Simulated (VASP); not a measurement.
Here is a VASP 6.6.1 calculation.

Contents of INCAR:

```
  PREC = Accurate
  ENCUT = 600
  EDIFF = 1E-6
  ISMEAR = 0
  SIGMA = 0.02
  LREAL = False
  LASPH = True
  NELM = 60
  ALGO = Normal
  ISIF = 3
  LWAVE = False
  LCHARG = False
  GGA = PE
  IBRION = 2
  NSW = 100
  EDIFFG = -0.01
```

Contents of KPOINTS:

```
Automatic mesh
0
Gamma
  12 12 2
```

File POSCAR:

```
Al2BP3
1.0
    3.6542213800      0.0000000000      0.0000000000
   -1.8271106900      3.1646485462      0.0000000000
    0.0000000000      0.0000000000     18.4758446581
Al B P
4 2 6
Direct
    0.3333333333      0.6666666667      0.9951467590
    0.3333333333      0.6666666667      0.6732431531
    0.6666666667      0.3333333333      0.1732431531
    0.6666666667      0.3333333333      0.4951467590
    0.3333333333      0.6666666667      0.3365675352
    0.6666666667      0.3333333333      0.8365675352
    0.3333333333      0.6666666667      0.1228258247
    0.3333333333      0.6666666667      0.4443796902
    0.3333333333      0.6666666667      0.8028370478
    0.6666666667      0.3333333333      0.3028370478
    0.6666666667      0.3333333333      0.6228258247
    0.6666666667      0.3333333333      0.9443796902
```

Potentials or basis: VASP PAW PBE potentials, release 64 (Al, B, P).

Launch:

```sh
$ cat potpaw_PBE.64/Al/POTCAR potpaw_PBE.64/B/POTCAR potpaw_PBE.64/P/POTCAR > POTCAR
$ mpirun -np 1 vasp_std > vasp.out
```

Q: What does it give for the space group after relaxing (to 0.1 Å)?

A: P6_3mc (No. 186).

Q: What does it give for the relaxed cell?

A: a = 3.652 Å, b = 3.652 Å, c = 18.485 Å, α = 90.00°, β = 90.00°, γ = 120.00°.

Q: Predict the band gap on the k mesh.

A: 0.92 eV (least direct gap 1.00 eV).

The path:
| step | energy change (eV) | largest force (eV/Å) | pressure (GPa) | volume (Å³) |
| --- | --- | --- | --- | --- |
| 1 | 0.0000 | 0.0191 | -0.07 | 213.66 |
| 2 | -0.0002 | 0.0201 | 0.03 | 213.41 |
| 3 | -0.0002 | 0.0151 | 0.01 | 213.47 |
| 4 | -0.0002 | 0.0145 | 0.01 | 213.47 |
| 5 | -0.0002 | 0.0035 | 0.00 | 213.48 |

A k mesh can miss the band edges.
